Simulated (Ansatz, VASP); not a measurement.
# Cu in VASP and in Ansatz

```
CELL_PARAMETERS angstrom
-1.44279 1.56904 1.37608
1.44279 -1.56904 1.37608
1.44279 1.56904 -1.37608
ATOMIC_POSITIONS crystal
Cu 0.00000 0.00000 0.00000
```

Change from the starting cell: strain +0.0875 x Voigt [0, 1, 0, 0, 0, 0], atoms carried along.

Alike in both runs: task single point; functional r2SCAN; k mesh 24 × 24 × 24; occupations gaussian, width 0.15 eV; no spin polarisation.

```csv
,VASP,Ansatz
version,VASP 6.6.1,Ansatz 0.2.0
potentials or method,"VASP PAW PBE potentials, release 64 (Cu), cutoff 520 eV","scalar-relativistic, plane waves, PAW"
valence electrons in the cell,11,19
```

|  | VASP | Ansatz | Ansatz less VASP |
| --- | --- | --- | --- |
| gap on the k mesh at the Fermi level (eV) | none | none | - |
| pressure (GPa) | -10.0 | -10.6 | -0.58 |
| traceless stress, the component that is largest in VASP (GPa) | 1.08 | 1.11 | +0.025 |

VASP's potentials were made for PBE, not for r2SCAN. A gap of «none» marks a metal or a gap that the smearing closes. The functional is the same, so the differences come from potentials, cutoffs and numerics. VASP's potentials hold 11 valence electrons a cell and Ansatz's 19, so a difference there can come from the potentials and not from the codes.
